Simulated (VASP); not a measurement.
# MnNb (P6_3/mmc) in VASP: relaxation of cell and atoms with PBE

Aim: the relaxation of cell and atoms of MnNb with PBE.

Program: VASP 6.6.1. These are calculated values, not measurements. Logs are shortened: lines on timing, memory, paths and dates and some standing lists are left out, and cuts for length are marked.

### Step 1. The cell of the first run

The structure is hexagonal, space group P6_3/mmc (No. 194). Conventional cell: a = 4.013 Å, b = 4.013 Å, c = 4.555 Å, α = 90.00°, β = 90.00°, γ = 120.00°. Mn (site symmetry -3m) has 2 Mn at 2.28 Å and 6 Nb at 2.58 Å within 3.0 Å. Nb (site symmetry -6m2) has 6 Mn at 2.58 Å and 6 Nb at 3.25 Å within 3.4 Å.

### Step 2. Relaxation of cell and atoms, PBE

INCAR

```
SYSTEM = MnNb
PREC = Accurate
ENCUT = 500
EDIFF = 1E-7
ISMEAR = 0
SIGMA = 0.1
LREAL = .FALSE.
LASPH = .TRUE.
NELM = 120
ALGO = Normal
ISIF = 3
LWAVE = .FALSE.
LCHARG = .FALSE.
GGA = PE
IBRION = 2
NSW = 100
EDIFFG = -0.01
GGA_COMPAT = .FALSE.
NELMIN = 4
```

KPOINTS

```
regular mesh
0
G
  12 12 10
  0 0 0
```

POSCAR

```
MnNb
1.0
    4.0131065309      0.0000000000      0.0000000000
   -2.0065532655      3.4754522039      0.0000000000
    0.0000000000      0.0000000000      4.5550778843
Mn Nb
2 2
Direct
    0.0000000000      0.0000000000      0.0000000000
    0.0000000000      0.0000000000      0.5000000000
    0.3333333333      0.6666666667      0.2500000000
    0.6666666667      0.3333333333      0.7500000000
```

Potentials or basis: VASP PAW PBE potentials, release 64 (Mn_pv, Nb_sv).

Started as:

```console
cat potpaw_PBE.64/Mn_pv/POTCAR potpaw_PBE.64/Nb_sv/POTCAR > POTCAR
mpirun -np 1 vasp_std > vasp.out
```

OUTCAR:

```text
SYSTEM = MnNb
   PREC = Accurate
   ENCUT = 500
   EDIFF = 1E-7
   ISMEAR = 0
   LREAL = .FALSE.
   LASPH = .TRUE.
   NELM = 120
   ISIF = 3
   GGA = PE
   IBRION = 2
   NSW = 100
   EDIFFG = -0.01
   NELMIN = 4

 ion  position               nearest neighbor table
   1  0.000  0.000  0.000-   2 2.28   2 2.28   4 2.58   3 2.58   4 2.58   3 2.58   4 2.58   3 2.58

   2  0.000  0.000  0.500-   1 2.28   1 2.28   4 2.58   3 2.58   4 2.58   3 2.58   4 2.58   3 2.58

   3  0.333  0.667  0.250-   1 2.58   2 2.58   1 2.58   2 2.58   1 2.58   2 2.58
   4  0.667  0.333  0.750-   1 2.58   2 2.58   1 2.58   2 2.58   1 2.58   2 2.58

  LATTYP: Found a hexagonal cell.
 ALAT       =     4.0131065309
 C/A-ratio  =     1.1350503280

  Lattice vectors:

 A1 = (   4.0131065309,   0.0000000000,   0.0000000000)
 A2 = (  -2.0065532655,   3.4754522039,   0.0000000000)
 A3 = (   0.0000000000,   0.0000000000,   4.5550778843)

Analysis of symmetry for initial positions (statically):
=====================================================================
 Subroutine PRICEL returns:
 Original cell was already a primitive cell.

 Routine SETGRP: Setting up the symmetry group for a
 hexagonal supercell.

 Subroutine GETGRP returns: Found 24 space group operations
 (whereof 12 operations were pure point group operations)
 out of a pool of 24 trial point group operations.

The static configuration has the point symmetry D_3d.
 The point group associated with its full space group is D_6h.

Analysis of symmetry for dynamics (positions and initial velocities):
=====================================================================
 Subroutine PRICEL returns:
 Original cell was already a primitive cell.

 Routine SETGRP: Setting up the symmetry group for a
 hexagonal supercell.

 Subroutine GETGRP returns: Found 24 space group operations
 (whereof 12 operations were pure point group operations)
 out of a pool of 24 trial point group operations.

The dynamic configuration has the point symmetry D_3d.
 The point group associated with its full space group is D_6h.

 Subroutine INISYM returns: Found 24 space group operations
 (whereof 12 operations are pure point group operations),
 and found     1 'primitive' translations

----------------------------------------------------------------------------------------

                                     Primitive cell

  volume of cell :      63.5313

  direct lattice vectors                    reciprocal lattice vectors
     4.013106531  0.000000000  0.000000000     0.249183517  0.143866171  0.000000000
    -2.006553266  3.475452204  0.000000000     0.000000000  0.287732341  0.000000000
     0.000000000  0.000000000  4.555077884     0.000000000  0.000000000  0.219535214

  length of vectors
     4.013106531  4.013106531  4.555077884     0.287732341  0.287732341  0.219535214

  position of ions in fractional coordinates (direct lattice)
     0.000000000  0.000000000  0.000000000
     0.000000000  0.000000000  0.500000000
     0.333333333  0.666666667  0.250000000
     0.666666667  0.333333333  0.750000000

  ion indices of the primitive-cell ions
   primitive index   ion index
                 1           1
                 2           2
                 3           3
                 4           4

----------------------------------------------------------------------------------------

 KPOINTS: regular mesh

Automatic generation of k-mesh.
 Grid dimensions read from file:
 generate k-points for:   12   12   10

 Generating k-lattice:

  Cartesian coordinates                     Fractional coordinates (reciprocal lattice)
     0.020765293  0.011988848  0.000000000     0.083333333 -0.000000000  0.000000000
     0.000000000  0.023977695  0.000000000     0.000000000  0.083333333  0.000000000
     0.000000000  0.000000000  0.021953521     0.000000000  0.000000000  0.100000000

  Length of vectors
     0.023977695  0.023977695  0.021953521

  Shift w.r.t. Gamma in fractional coordinates (k-lattice)
     0.000000000  0.000000000  0.000000000

 Subroutine IBZKPT returns following result:
 ===========================================

 Found    114 irreducible k-points:

 Following reciprocal coordinates:
            Coordinates               Weight
  0.000000  0.000000  0.000000      1.000000
  0.083333 -0.000000  0.000000      6.000000
  0.166667 -0.000000  0.000000      6.000000
  0.250000 -0.000000  0.000000      6.000000
  0.333333 -0.000000  0.000000      6.000000
  0.416667  0.000000  0.000000      6.000000
[... 16 lines left out ...]
  0.250000 -0.000000  0.100000     12.000000
  0.333333 -0.000000  0.100000     12.000000
 [... further k-points ...]
   k-points           NKPTS =    114   k-points in BZ     NKDIM =    114   number of bands    NBANDS=     31
   number of dos      NEDOS =    301   number of ions     NIONS =      4
   total plane-waves  NPLWV =  32400
   dimension x,y,z NGX =    30 NGY =   30 NGZ =   36
   dimension x,y,z NGXF=    60 NGYF=   60 NGZF=   72
   ions per type =               2   2
   NGX,Y,Z   is equivalent  to a cutoff of  12.43, 12.43, 13.14 a.u.
   NGXF,Y,Z  is equivalent  to a cutoff of  24.86, 24.86, 26.28 a.u.
 SYSTEM =  MnNb
   PREC   = accura    normal or accurate (medium, high low for compatibility)
   ISTART =      0    job   : 0-new  1-cont  2-samecut
   ICHARG =      2    charge: 1-file 2-atom 10-const
   ISPIN  =      1    spin polarized calculation?
   LNONCOLLINEAR =      F non collinear calculations
   LSORBIT =      F    spin-orbit coupling
   LASPH  =      T    aspherical Exc in radial PAW
   ENCUT  =  500.0 eV  36.75 Ry    6.06 a.u.   7.32  7.32  8.30*2*pi/ulx,y,z
   NELM   =    120;   NELMIN=  4; NELMDL= -5     # of ELM steps
   EDIFF  = 0.1E-06   stopping-criterion for ELM
   LREAL  =      F    real-space projection
   EDIFFG = -.1E-01   stopping-criterion for IOM
   NSW    =    100    number of steps for IOM
   IBRION =      2    ionic relax: 0-MD 1-quasi-New 2-CG
   NFREE  =      1    steps in history (QN), initial steepest desc. (CG)
   ISIF   =      3    stress and relaxation
   ISYM   =      2    0-nonsym 1-usesym 2-fastsym
   POTIM  = 0.5000    time-step for ionic-motion
   TEBEG  =    0.0;   TEEND  =   0.0 temperature during run
   PSTRESS=    0.0 pullay stress
   NELECT =      52.0000    total number of electrons
   NUPDOWN=      -1.0000    fix difference up-down
   EMIN   =  10.00;   EMAX   =-10.00  energy-range for DOS
   EFERMI =   0.00;   METHOD = LEGACY
   ISMEAR =     0;   SIGMA  =   0.10  broadening in eV -4-tet -1-fermi 0-gaus
   EFERMI_NEDOS =   21; number of points for ismear=-14 and -15
   IALGO  =     38    algorithm
   IMIX   =      4    mixing-type and parameters
     AMIX     =   0.40;   BMIX     =  1.00
     AMIX_MAG =   1.60;   BMIX_MAG =  1.00
  volume/ion in A,a.u.               =      15.88       107.18
  Fermi-wavevector in a.u.,A,eV,Ry     =   1.531370  2.893869 31.906923  2.345093
  Thomas-Fermi vector in A             =   2.638724
   LORBIT       =      0    0 simple, 1 ext, 2 COOP (PROOUT), +10 PAW based schemes
   GGA     = PE    functional components
   LHFCALC =     F    Hartree Fock is set to
   AEXX    =    0.0000 exact exchange contribution
   IVDW    =     0    specifies the selected vdW correction
   LEPSILON=     F    determine dielectric tensor
   LRPA    =     F    only Hartree local field effects (RPA)
 conjugate gradient relaxation of ions
 non-spin polarized calculation
 Gauss-broadening in eV      SIGMA  =   0.10
  energy-cutoff  :      500.00
  volume of cell :       63.53
 maximum number of plane-waves:      1643
 NGX is ok and might be reduce to    30
   NGX = 15   NGY = 15   NGZ = 17

--------------------------------------- Ionic step        1  -------------------------------------------

 number of electron      52.0000014 magnetization

 Free energy of the ion-electron system (eV)
  ---------------------------------------------------
  ext. energy  EPLUGINS =         0.00000000
  ---------------------------------------------------
  free energy    TOTEN  =       -37.09549339 eV

  energy without entropy =      -37.07965559  energy(sigma->0) =      -37.08757449

------------------------ aborting loop because EDIFF is reached ----------------------------------------

  FORCE on cell =-STRESS in cart. coord.  units (eV):
  Direction    XX          YY          ZZ          XY          YZ          ZX
  --------------------------------------------------------------------------------------
  -------------------------------------------------------------------------------------
  Total       -0.3607498     -0.3607498      0.3514944      0.0000000      0.0000000      0.0000000
  in kB       -9.0976417     -9.0976417      8.8642334      0.0000000      0.0000000      0.0000000
  external PRESSURE =      -3.1103500 kB  Pullay stress =       0.0000000 kB
[... 137 lines left out ...]
  energy  without entropy=      -37.0815206416  energy(sigma->0) =      -37.08984406

--------------------------------------- Ionic step        5  -------------------------------------------

 number of electron      51.9999986 magnetization

 Free energy of the ion-electron system (eV)
  ---------------------------------------------------
  ext. energy  EPLUGINS =         0.00000000
  ---------------------------------------------------
  free energy    TOTEN  =       -37.09900699 eV

  energy without entropy =      -37.08271780  energy(sigma->0) =      -37.09086239

 E-fermi :   9.7344     XC(G=0): -12.4150

 val. band max:        9.7277247544   @ k =   0.2500   0.0833   0.2000
 cond. band min:       9.7353556119   @ k =   0.4167   0.1667   0.3000
 fundamental gap:      0.0076308574
 Fermi energy:         9.7343537850

 k-point     1 :       0.0000    0.0000    0.0000
  band No.  band energies     occupation
      1     -45.0068      2.00000
      2     -44.9446      2.00000
      3     -38.3438      2.00000
      4     -37.8571      2.00000
      5     -37.8571      2.00000
      6     -37.7573      2.00000
[... 805 lines left out ...]
     30      11.0698      0.00000
     31      11.5633      0.00000

 [... further k-points ...]
[... 5 lines left out ...]
  --------------------------------------------------------------------------------------
  -------------------------------------------------------------------------------------
  Total        0.0192978      0.0192978      0.0223968     -0.0000000      0.0000000      0.0000000
  in kB        0.4879399      0.4879399      0.5662987     -0.0000000      0.0000000      0.0000000
  external PRESSURE =       0.5140595 kB  Pullay stress =       0.0000000 kB
[... 19 lines left out ...]
  FREE ENERGIE OF THE ION-ELECTRON SYSTEM (eV)
  ---------------------------------------------------
  free  energy   TOTEN  =       -37.0990069894 eV

  energy  without entropy=      -37.0827177975  energy(sigma->0) =      -37.09086239

 reached required accuracy - stopping structural energy minimisation
```

Run time: 22 min. Hardware: 1 thread of Oxide Virtual Turin-like, shared host; peak memory 0.28 GiB.

Results:

| Quantity | Value |
| --- | --- |
| Free energy | -37.0990 eV |
| Relaxed volume | 15.84 Å³/atom |
| Relaxed cell | a = 3.990 Å, b = 3.990 Å, c = 4.596 Å, α = 90.00°, β = 90.00°, γ = 120.00° |
| Space group after relaxing (to 0.1 Å) | P6_3/mmc (No. 194) |
| Energy gained by relaxing | 0.9 meV/atom |
| Ionic steps | 5 |
| Pressure after relaxing | 0.1 GPa |
| Band gap on the k mesh | zero (bands 26 and 27 overlap by 1.34 eV) |

Step by step:
| step | energy change (eV) | largest force (eV/Å) | pressure (GPa) | volume (Å³) |
| --- | --- | --- | --- | --- |
| 1 | 0.0000 | 0.0000 | -0.31 | 63.53 |
| 2 | -0.0028 | 0.0000 | 0.43 | 63.25 |
| 3 | -0.0029 | 0.0000 | 0.66 | 63.16 |
| 4 | -0.0027 | 0.0000 | -0.73 | 63.61 |
| 5 | -0.0035 | 0.0000 | 0.05 | 63.37 |

Final structure:
```
CELL_PARAMETERS angstrom
3.99011 0.00000 0.00000
-1.99506 3.45554 0.00000
0.00000 0.00000 4.59569
ATOMIC_POSITIONS crystal
Mn 0.00000 0.00000 0.00000
Mn 0.00000 0.00000 0.50000
Nb 0.33333 0.66667 0.25000
Nb 0.66667 0.33333 0.75000
```

Levels at points of the mesh, in eV from the Fermi level:
```csv
k point,band 22,band 23,band 24,band 25,band 26,band 27,band 28,band 29,band 30,band 31
"(0.00, 0.00, 0.00)",-0.99,-0.99,-0.98,-0.98,-0.58,1.12,1.12,1.92,1.92,2.44
"(0.50, 0.00, 0.00)",-1.26,-1.23,-0.76,-0.16,0.54,0.66,0.87,1.04,1.13,1.68
"(0.00, 0.00, 0.50)",-1.66,-1.66,-1.66,-1.53,-1.53,1.60,1.60,1.60,1.60,1.77
"(0.50, 0.00, 0.50)",-1.52,-1.07,-1.07,-0.95,-0.95,0.44,0.44,0.79,0.79,2.17
```

Caveat: the run has no spin polarisation, though such a crystal can be magnetic. Spin polarisation is off, so any magnetic state and its effect on volume and gap are missing.
